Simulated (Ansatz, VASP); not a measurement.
Two plane-wave programs on Ta2N

```
CELL_PARAMETERS angstrom
3.11286 0.00000 0.00000
-1.55643 2.69582 0.00000
0.00000 0.00000 4.86984
ATOMIC_POSITIONS crystal
Ta 0.66667 0.33333 0.74529
Ta 0.33333 0.66667 0.25471
N 0.00000 0.00000 0.00000
```

Alike in both runs: task single point; functional LDA; k mesh 6 × 6 × 4; occupations gaussian, width 0.1 eV; no spin polarisation.

|  | VASP | Ansatz |
| --- | --- | --- |
| version | VASP 6.6.1 | Ansatz 0.2.0 |
| potentials or method | VASP PAW LDA potentials, release 64 (Ta_sv_GW, N), cutoff 700 eV | scalar-relativistic, plane waves, PAW |
| valence electrons in the cell | 31 | 31 |

VASP gave:

```
gap on the k mesh at the Fermi level (eV)                     : none
pressure (GPa)                                                : -13.7
traceless stress, the component that is largest in VASP (GPa) : -0.35
rms of the force components (eV/Å)                            : 0.314
```

Question: Estimate Ansatz's values.

Answer: gap on the k mesh at the Fermi level (eV): none; pressure (GPa): -14.4; traceless stress, the component that is largest in VASP (GPa): -0.24; rms of the force components (eV/Å): 0.326.

Ansatz warns that its potentials were made for another functional, while VASP's fit it. LDA's correlation is that of Perdew and Zunger in VASP and of Perdew and Wang (1992) in Ansatz. Atom by atom the forces differ by 0.012 eV/Å (rms over components). A gap of «none» marks a metal or a gap that the smearing closes.

The k mesh is coarse, so the values compare programs but aren't converged. Spin-orbit coupling is off throughout.
